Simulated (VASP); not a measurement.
The system is Ru.

```
Ru
1.0
     2.72003    0.00000    0.00000
    -1.36001    2.35561    0.00000
     0.00000    0.00000    4.29677
Ru
2
Direct
  0.33333 0.66667 0.25000
  0.66667 0.33333 0.75000
```

Base run:

```yaml
Program: VASP 6.6.1
Functional: r2SCAN
Potentials_or_basis: VASP PAW PBE potentials, release 64 (Ru_pv)
Cutoff: 520 eV
k_mesh: 18 × 18 × 10
Occupations: gaussian, width 0.1 eV
Spin: no spin polarisation
```

Its results: band gap on the k mesh zero (band 14 reaches 13.99 eV, above the bottom of band 15 at 10.80 eV); pressure -5.1 GPa.

Problem. The run is repeated on the same cell with these changes: functional from r2SCAN to LDA; potentials or basis from VASP PAW PBE potentials, release 64 (Ru_pv) to VASP PAW LDA potentials, release 64 (Ru_pv). What comes out?

Solution. Band gap on the k mesh zero (band 14 reaches 13.90 eV, above the bottom of band 15 at 10.82 eV); pressure -15.7 GPa.

Caveats: the PAW data sets were made with another functional, which shifts forces and pressure a little (some runs).
